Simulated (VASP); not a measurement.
## Ti: single point with r2SCAN

The system is Ti.

```
Ti
1.0
     2.61223    0.00000    0.00000
    -1.30611    2.54186    0.00000
     0.00000    0.00000    4.31373
Ti
2
Direct
  0.33333 0.66667 0.25000
  0.66667 0.33333 0.75000
```

This cell differs from its parent crystal: normal strain along x -0.1100, normal strain along z -0.0700.

```
Program                : VASP 6.6.1
Task                   : single point
Functional             : r2SCAN
Potentials or basis    : VASP PAW PBE potentials, release 64 (Ti_sv)
Cutoff                 : 520 eV
k mesh                 : 18 × 18 × 10
Occupations            : methfessel-paxton, width 0.05 eV
Spin                   : no spin polarisation
Dipole correction      : no
Further INCAR settings : ALGO = Normal; EDIFF = 1e-06; NBANDS = 19
```

- Pressure: 30.7 GPa
- Largest force: 0.331 eV/Å
- Band gap on the k mesh: zero (bands 12 and 13 overlap by 1.29 eV)

Forces on the atoms (eV/Å):
```
Ti   0.000  0.331  0.000
Ti   0.000 -0.331  0.000
```

Stress tensor (GPa, compression positive):
```
40.03  0.00  0.00
 0.00 21.40  0.00
 0.00  0.00 30.58
```

Levels at points of the mesh, in eV from the Fermi level:
```csv
k point,band 9,band 10,band 11,band 12,band 13,band 14,band 15,band 16
"(0.00, 0.00, 0.00)",-6.88,-3.35,0.08,0.91,1.34,1.57,1.88,1.97
"(0.50, 0.00, 0.00)",-2.97,-2.66,-2.48,-0.14,0.07,1.30,2.06,4.36
"(0.00, 0.50, 0.00)",-2.77,-2.73,-2.40,-1.17,0.91,1.13,1.34,4.35
"(0.00, 0.00, 0.50)",-4.64,-4.64,0.05,0.05,0.18,0.18,1.69,1.69
"(0.50, 0.00, 0.50)",-3.18,-3.18,-1.01,-1.01,2.07,2.07,2.31,2.31
"(0.00, 0.50, 0.50)",-3.22,-3.22,-1.13,-1.13,1.38,1.38,2.85,2.85
```

Run time: 10 min on 1 thread of Intel(R) Xeon(R) Platinum 8488C (Sapphire Rapids), with other jobs on the host, peak memory 0.34 GiB.

Caveat: the cell differs from its parent crystal (normal strain along x -0.1100, normal strain along z -0.0700); the stress differs along the axes, from 21 to 40 GPa; the PAW data sets were made with another functional, which shifts forces and pressure a little.
